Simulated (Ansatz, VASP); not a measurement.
**Ir: VASP beside Ansatz**

File POSCAR:

```
Ir
1.0
    0.0000000000      1.9156000000      1.9156000000
    1.9156000000      0.0000000000      1.9156000000
    1.9156000000      1.9156000000      0.0000000000
Ir
1
Direct
    0.0000000000      0.0000000000      0.0000000000
```

INCAR.step1

```
PREC = Accurate ; ENCUT = 600
ISMEAR = 1 ; SIGMA = 0.01
LREAL = F ; LASPH = T
NELM = 150 ; LMAXMIX = 4
LDAU = T ; LDAUTYPE = 2
LDAUL = 2 ; LDAUU = 6.2
LDAUJ = 0 ; GGA = PE
ALGO = Normal ; EDIFF = 1E-4
LWAVE = T ; LCHARG = F
```

INCAR.step2

```
PREC = Accurate ; ENCUT = 600
EDIFF = 1E-6 ; ISMEAR = 1
SIGMA = 0.01 ; LREAL = F
LASPH = T ; NELM = 150
ALGO = Normal ; ISIF = 3
LWAVE = F ; LCHARG = F
LMAXMIX = 4 ; LDAU = T
LDAUTYPE = 2 ; LDAUL = 2
LDAUU = 6.2 ; LDAUJ = 0
LDAUPRINT = 1 ; METAGGA = R2SCAN
LMIXTAU = T ; IBRION = 2
NSW = 80 ; EDIFFG = -0.01
ISTART = 1
```

Contents of KPOINTS:

```
Automatic mesh
0
Gamma
  12 12 12
```

input.yaml

```yaml
crystal:
  lattice:
    - [0.0, 1.9156, 1.9156]
    - [1.9156, 0.0, 1.9156]
    - [1.9156, 1.9156, 0.0]
  atoms:
    - { symbol: Ir, position: [0.0, 0.0, 0.0] }
kpoints:
  mp_grid: { grid: [12, 12, 12] }
scf:
  occupations: { method: cold, width: 0.01 }
  n_extra_bands: 8
hamiltonian:
  xc: r2scan
  pseudopotentials: { kind: all_electron, datasets: crystal }
  hubbard:
    sites: [{ species: Ir, l: d, u_eff: 6.2 }]
    double_counting: fll
    projectors: augmentation-sphere
output:
  forces: true
  stress: true
relax:
  f_tol: 0.01
  max_steps: 60
  cell: {}
```

Alike in both runs: task relaxation of cell and atoms; functional r2SCAN; k mesh 12 × 12 × 12; no spin polarisation; Hubbard terms Ir d U = 6.2 eV.

|  | VASP | Ansatz |
| --- | --- | --- |
| version | VASP 6.6.1 | Ansatz 0.2.0 |
| potentials or method | VASP PAW PBE potentials, release 64 (Ir), cutoff 600 eV | all-electron PAW datasets made for the crystal |
| occupations | methfessel-paxton of order 1, width 0.01 eV | cold, width 0.01 eV |

|  | VASP | Ansatz | Ansatz less VASP |
| --- | --- | --- | --- |
| relaxed volume (Å³/atom) | 13.27 | 13.68 | +0.409 |
| relaxed cell length with the largest relative difference (Å) | 2.657 | 2.684 | +0.0271 |

VASP's potentials were made for PBE, not for r2SCAN. The programs project onto different local orbitals, so the same U acts differently, and such runs can settle in different states. Ansatz ran all-electron here, and VASP with PAW potentials.

Neither program's run includes spin-orbit coupling.
